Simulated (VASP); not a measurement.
# Mg5CdS6 (P4/mmm) in VASP: notebook

Mg5CdS6 is run at these levels: PBE; tasks: single point.

All numbers are computed with VASP 6.6.1; they aren't measurements. Logs are shortened: lines on timing, memory, paths and dates and some standing lists are left out, and cuts for length are marked.

## Step 1: The cell of the first run

The structure is tetragonal, space group P4/mmm (No. 123). Conventional cell: a = 3.735 Å, b = 3.735 Å, c = 15.865 Å, α = 90.00°, β = 90.00°, γ = 90.00°. Mg (site symmetry 4mm) has 6 S at 2.59 to 2.64 Å within 3.4 Å. Within 3.4 Å of Mg (site symmetry 4/mmm) lie 6 S at 2.60 to 2.64 Å. Within 3.5 Å of Mg (site symmetry 4mm) lie 6 S at 2.62 to 2.71 Å. Cd (site symmetry 4/mmm) has 6 S at 2.64 to 2.74 Å within 3.5 Å. S (site symmetry 4/mmm) has 6 Mg at 2.59 to 2.64 Å within 3.4 Å. S (site symmetry 4mm) has 6 Mg at 2.60 to 2.64 Å within 3.4 Å. S (site symmetry 4mm) has 5 Mg at 2.60 to 2.64 Å and 1 Cd at 2.74 Å within 3.4 Å. Within 3.5 Å of S (site symmetry 4/mmm) lie 4 Cd at 2.64 Å and 2 Mg at 2.71 Å.

## Step 2: Single point, PBE

The input, INCAR:

```
SYSTEM = Mg5CdS6
PREC     = Accurate       ! precision mode
ENCUT    = 520            ! plane-wave cutoff, eV
EDIFF    = 1E-7           ! SCF threshold, eV
ISMEAR   = 0              ! smearing method
SIGMA    = 0.1            ! smearing width, eV
LREAL    = .False.        ! projectors in reciprocal space
LASPH    = .True.         ! aspherical terms in the spheres
NELM     = 60             ! most SCF steps
ALGO     = Normal         ! electronic algorithm
ISIF     = 2              ! what is computed and relaxed
LWAVE    = .False.        ! write WAVECAR
LCHARG   = .True.         ! write CHGCAR
GGA      = PE             ! functional
LELF     = .True.         ! ELF
LVHAR    = .True.       
NBANDS   = 41             ! bands
```

The input, KPOINTS:

```
regular mesh
0
Gamma
  4 4 1
  0 0 0
```

The input, POSCAR:

```
Mg5CdS6
1.0
    3.7350567000      0.0000000000      0.0000000000
    0.0000000000      3.7350567000      0.0000000000
    0.0000000000      0.0000000000     15.8645457000
Mg Cd S
5 1 6
Direct
    0.0000000000      0.0000000000      0.6634560000
    0.5000000000      0.5000000000      0.5000000000
    0.0000000000      0.0000000000      0.3365440000
    0.5000000000      0.5000000000      0.1710080000
    0.5000000000      0.5000000000      0.8289920000
    0.0000000000      0.0000000000      0.0000000000
    0.0000000000      0.0000000000      0.5000000000
    0.5000000000      0.5000000000      0.3358990000
    0.0000000000      0.0000000000      0.1727910000
    0.5000000000      0.5000000000      0.0000000000
    0.0000000000      0.0000000000      0.8272090000
    0.5000000000      0.5000000000      0.6641010000
```

Potentials or basis: VASP PAW PBE potentials, release 64 (Mg, Cd, S).

Started as:

```console
cat potpaw_PBE.64/Mg/POTCAR potpaw_PBE.64/Cd/POTCAR potpaw_PBE.64/S/POTCAR > POTCAR
mpirun -np 1 vasp_std > vasp.out
```

OUTCAR:

```text
SYSTEM = Mg5CdS6
   PREC = Accurate
   ENCUT = 520
   EDIFF = 1E-7
   ISMEAR = 0
   LREAL = .False.
   LASPH = .True.
   NELM = 60
   ISIF = 2
   GGA = PE

 ion  position               nearest neighbor table
   1  0.000  0.000  0.663-   7 2.59  11 2.60  12 2.64  12 2.64  12 2.64  12 2.64
   2  0.500  0.500  0.500-   8 2.60  12 2.60   7 2.64   7 2.64   7 2.64   7 2.64
   3  0.000  0.000  0.337-   7 2.59   9 2.60   8 2.64   8 2.64   8 2.64   8 2.64
   4  0.500  0.500  0.171-   8 2.62   9 2.64   9 2.64   9 2.64   9 2.64  10 2.71
   5  0.500  0.500  0.829-  12 2.62  11 2.64  11 2.64  11 2.64  11 2.64  10 2.71
   6  0.000  0.000  0.000-  10 2.64  10 2.64  10 2.64  10 2.64  11 2.74   9 2.74
   7  0.000  0.000  0.500-   1 2.59   3 2.59   2 2.64   2 2.64   2 2.64   2 2.64
   8  0.500  0.500  0.336-   2 2.60   4 2.62   3 2.64   3 2.64   3 2.64   3 2.64
   9  0.000  0.000  0.173-   3 2.60   4 2.64   4 2.64   4 2.64   4 2.64   6 2.74
  10  0.500  0.500  0.000-   6 2.64   6 2.64   6 2.64   6 2.64   4 2.71   5 2.71
  11  0.000  0.000  0.827-   1 2.60   5 2.64   5 2.64   5 2.64   5 2.64   6 2.74
  12  0.500  0.500  0.664-   2 2.60   5 2.62   1 2.64   1 2.64   1 2.64   1 2.64

  LATTYP: Found a simple tetragonal cell.
 ALAT       =     3.7350567000
 C/A-ratio  =     4.2474711830

  Lattice vectors:

 A1 = (   3.7350567000,   0.0000000000,   0.0000000000)
 A2 = (   0.0000000000,   3.7350567000,   0.0000000000)
 A3 = (   0.0000000000,   0.0000000000,  15.8645457000)

Analysis of symmetry for initial positions (statically):
=====================================================================
 Subroutine PRICEL returns:
 Original cell was already a primitive cell.

 Routine SETGRP: Setting up the symmetry group for a
 simple tetragonal supercell.

 Subroutine GETGRP returns: Found 16 space group operations
 (whereof 16 operations were pure point group operations)
 out of a pool of 16 trial point group operations.

The static configuration has the point symmetry D_4h.

Analysis of symmetry for dynamics (positions and initial velocities):
=====================================================================
 Subroutine PRICEL returns:
 Original cell was already a primitive cell.

 Routine SETGRP: Setting up the symmetry group for a
 simple tetragonal supercell.

 Subroutine GETGRP returns: Found 16 space group operations
 (whereof 16 operations were pure point group operations)
 out of a pool of 16 trial point group operations.

The dynamic configuration has the point symmetry D_4h.

 Subroutine INISYM returns: Found 16 space group operations
[... 112 lines left out ...]
   EFERMI =   0.00;   METHOD = LEGACY
   ISMEAR =     0;   SIGMA  =   0.10  broadening in eV -4-tet -1-fermi 0-gaus
   EFERMI_NEDOS =   21; number of points for ismear=-14 and -15
   IALGO  =     38    algorithm
   IMIX   =      4    mixing-type and parameters
     AMIX     =   0.40;   BMIX     =  1.00
     AMIX_MAG =   1.60;   BMIX_MAG =  1.00
  volume/ion in A,a.u.               =      18.44       124.46
  Fermi-wavevector in a.u.,A,eV,Ry     =   1.047635  1.979744 14.932936  1.097540
  Thomas-Fermi vector in A             =   2.182524
   LORBIT       =      0    0 simple, 1 ext, 2 COOP (PROOUT), +10 PAW based schemes
   GGA     = PE    functional components
   LHFCALC =     F    Hartree Fock is set to
   AEXX    =    0.0000 exact exchange contribution
   IVDW    =     0    specifies the selected vdW correction
   LEPSILON=     F    determine dielectric tensor
   LRPA    =     F    only Hartree local field effects (RPA)
 non-spin polarized calculation
 Gauss-broadening in eV      SIGMA  =   0.10
  energy-cutoff  :      520.00
  volume of cell :      221.32
 maximum number of plane-waves:      5974
 NGX is ok and might be reduce to    28
   NGX = 13   NGY = 13   NGZ = 59

 number of electron      58.0000004 magnetization

 Free energy of the ion-electron system (eV)
  ---------------------------------------------------
  ext. energy  EPLUGINS =         0.00000000
  ---------------------------------------------------
  free energy    TOTEN  =       -48.11719451 eV

  energy without entropy =      -48.11719451  energy(sigma->0) =      -48.11719451

 E-fermi :   4.3401     XC(G=0):  -9.7342

 val. band max:        3.8437465173   @ k =   0.5000   0.0000   0.0000
 cond. band min:       4.9928920308   @ k =   0.5000   0.5000   0.0000
 fundamental gap:      1.1491455135
 Fermi energy:         4.3401004541

 k-point     1 :       0.0000    0.0000    0.0000
  band No.  band energies     occupation
      1      -9.2086      2.00000
      2      -8.9125      2.00000
      3      -8.7866      2.00000
      4      -8.2788      2.00000
      5      -7.9810      2.00000
      6      -7.6196      2.00000
[... 253 lines left out ...]
     40       9.9966      0.00000
     41       9.9966      0.00000

------------------------ aborting loop because EDIFF is reached ----------------------------------------

  FORCE on cell =-STRESS in cart. coord.  units (eV):
  Direction    XX          YY          ZZ          XY          YZ          ZX
  --------------------------------------------------------------------------------------
  -------------------------------------------------------------------------------------
  Total        0.2226202      0.2226202     -0.5602287      0.0000000      0.0000000      0.0000000
  in kB        1.6115848      1.6115848     -4.0555886      0.0000000      0.0000000      0.0000000
  external PRESSURE =      -0.2774730 kB  Pullay stress =       0.0000000 kB

 VOLUME and BASIS-vectors are now :
 -----------------------------------------------------------------------------
  energy-cutoff  :      520.00
  volume of cell :      221.32
      direct lattice vectors                 reciprocal lattice vectors
     3.735056700  0.000000000  0.000000000     0.267733553  0.000000000  0.000000000
     0.000000000  3.735056700  0.000000000     0.000000000  0.267733553  0.000000000
     0.000000000  0.000000000 15.864545700     0.000000000  0.000000000  0.063033636

 POSITION                                       TOTAL-FORCE (eV/Angst)
 -----------------------------------------------------------------------------------
      0.00000      0.00000     10.52543        -0.000000     -0.000000     -0.000798
      1.86753      1.86753      7.93227        -0.000000     -0.000000     -0.000000
      0.00000      0.00000      5.33912         0.000000      0.000000      0.000798
      1.86753      1.86753      2.71296        -0.000000     -0.000000     -0.003397
      1.86753      1.86753     13.15158         0.000000      0.000000      0.003397
      0.00000      0.00000      0.00000        -0.000000     -0.000000     -0.000000
      0.00000      0.00000      7.93227        -0.000000     -0.000000     -0.000000
      1.86753      1.86753      5.32889        -0.000000     -0.000000      0.002271
      0.00000      0.00000      2.74125        -0.000000      0.000000      0.025794
      1.86753      1.86753      0.00000        -0.000000     -0.000000     -0.000000
      0.00000      0.00000     13.12329         0.000000      0.000000     -0.025794
      1.86753      1.86753     10.53566        -0.000000      0.000000     -0.002271
 -----------------------------------------------------------------------------------
    total drift:                               -0.000000      0.000000     -0.000000

  FREE ENERGIE OF THE ION-ELECTRON SYSTEM (eV)
  ---------------------------------------------------
  free  energy   TOTEN  =       -48.1171945068 eV

  energy  without entropy=      -48.1171945068  energy(sigma->0) =      -48.11719451
```

OSZICAR:

```text
N       E                     dE             d eps       ncg     rms          rms(c)
DAV:   1     0.298059983896E+03    0.29806E+03   -0.24775E+04   492   0.123E+03
DAV:   2    -0.238009201111E+02   -0.32186E+03   -0.30831E+03   620   0.232E+02
DAV:   3    -0.504965157228E+02   -0.26696E+02   -0.26514E+02   581   0.673E+01
DAV:   4    -0.509413330935E+02   -0.44482E+00   -0.44420E+00   583   0.962E+00
DAV:   5    -0.509490711663E+02   -0.77381E-02   -0.77369E-02   615   0.130E+00    0.128E+01
DAV:   6    -0.483462882690E+02    0.26028E+01   -0.52229E+00   638   0.127E+01    0.106E+01
DAV:   7    -0.481203765690E+02    0.22591E+00   -0.20418E+00   614   0.548E+00    0.569E+00
DAV:   8    -0.481197807794E+02    0.59579E-03   -0.21154E-01   581   0.288E+00    0.108E+00
DAV:   9    -0.481175603523E+02    0.22204E-02   -0.30456E-02   622   0.136E+00    0.453E-01
DAV:  10    -0.481171163617E+02    0.44399E-03   -0.45266E-03   564   0.391E-01    0.144E-01
DAV:  11    -0.481171762673E+02   -0.59906E-04   -0.41813E-04   574   0.116E-01    0.105E-01
DAV:  12    -0.481171852079E+02   -0.89406E-05   -0.88632E-05   614   0.529E-02    0.426E-02
DAV:  13    -0.481171944264E+02   -0.92185E-05   -0.38009E-05   607   0.281E-02    0.863E-03
DAV:  14    -0.481171945605E+02   -0.13411E-06   -0.30348E-06   548   0.840E-03    0.421E-03
DAV:  15    -0.481171945068E+02    0.53632E-07   -0.39032E-07   565   0.251E-03
   1 F= -.48117195E+02 E0= -.48117195E+02  d E =-.140845E-12
```

stdout:

```text
POSCAR found type information on POSCAR MgCdS
 POSCAR found :  3 types and      12 ions
 scaLAPACK will be used
 LDA part: xc-table for (Slater+PW92), standard interpolation
 POSCAR, INCAR and KPOINTS ok, starting setup
 FFT: planning ... GRIDC
 FFT: planning ... GRID_SOFT
 FFT: planning ... GRID
 WAVECAR not read
 entering main loop
```

Wall time 67 s (1 thread of Intel Xeon Platinum 8259CL at 2.50GHz (Skylake/Cascade Lake), shared host); peak memory 0.3 GiB.

What came out:

```
Free energy            : -48.1172 eV
Pressure               : 0.0 GPa
Largest force          : 0.026 eV/Å
Band gap on the k mesh : 1.15 eV (least direct gap 1.93 eV)
```

Forces in eV/Å, atoms in the order of the input:
```
Mg   0.000  0.000 -0.001
Mg   0.000  0.000  0.000
Mg   0.000  0.000  0.001
Mg   0.000  0.000 -0.003
Mg   0.000  0.000  0.003
Cd   0.000  0.000  0.000
S    0.000  0.000  0.000
S    0.000  0.000  0.002
S    0.000  0.000  0.026
S    0.000  0.000  0.000
S    0.000  0.000 -0.026
S    0.000  0.000 -0.002
```

Stress tensor (GPa, compression positive):
```
 0.16  0.00  0.00
 0.00  0.16  0.00
 0.00  0.00 -0.41
```

Caveat: the k points lie up to 0.42 Å⁻¹ apart. A k mesh can miss the band edges.

## Step 3: Single point, PBE

The input, INCAR:

```
SYSTEM = Mg5CdS6
PREC = Accurate
ENCUT = 520
EDIFF = 1E-6
ISMEAR = 0
SIGMA = 0.1
LREAL = .FALSE.
LASPH = .TRUE.
NELM = 60
ALGO = Normal
ISIF = 2
LWAVE = .FALSE.
LCHARG = .TRUE.
GGA = PE
LELF = .TRUE.
LVHAR = .TRUE.
NBANDS = 41
```

The input, KPOINTS:

```
Automatic mesh
0
G
  6 6 1
  0 0 0
```

POSCAR is that of step 2.

Potentials or basis: VASP PAW PBE potentials, release 64 (Mg, Cd, S).

Started as:

```console
cat potpaw_PBE.64/Mg/POTCAR potpaw_PBE.64/Cd/POTCAR potpaw_PBE.64/S/POTCAR > POTCAR
mpirun -np 1 vasp_std > vasp.out
```

Run time: 93 s. Hardware: 1 thread of Intel Xeon Platinum 8259CL at 2.50GHz (Skylake/Cascade Lake), shared host; peak memory 0.32 GiB.

Results (log left out):

| Item | Value |
| --- | --- |
| Free energy | -48.2167 eV |
| Pressure | -0.1 GPa |
| Largest force | 0.029 eV/Å |
| Band gap on the k mesh | 1.17 eV (least direct gap 1.94 eV) |

Forces in eV/Å, atoms in the order of the input:
```
Mg   0.000  0.000  0.000
Mg   0.000  0.000  0.000
Mg   0.000  0.000  0.000
Mg   0.000  0.000  0.002
Mg   0.000  0.000 -0.002
Cd   0.000  0.000  0.000
S    0.000  0.000  0.000
S    0.000  0.000  0.001
S    0.000  0.000  0.029
S    0.000  0.000  0.000
S    0.000  0.000 -0.029
S    0.000  0.000 -0.001
```

Stress tensor (GPa, compression positive):
```
-0.11  0.00  0.00
 0.00 -0.11  0.00
 0.00  0.00 -0.20
```

Levels at points of the mesh, in eV from the valence-band top:
```tsv
k point	band 25	band 26	band 27	band 28	band 29	band 30	band 31	band 32	band 33	band 34
(0.00, 0.00, 0.00)	-0.92	-0.92	-0.54	-0.50	-0.50	1.43	2.58	3.10	3.25	4.13
(0.50, 0.00, 0.00)	-1.03	-1.02	-1.01	-0.91	0.00	4.10	4.21	4.43	4.44	5.00
(0.50, 0.50, 0.00)	-2.62	-2.14	-2.11	-2.10	-2.10	1.17	2.16	3.34	3.66	3.83
```
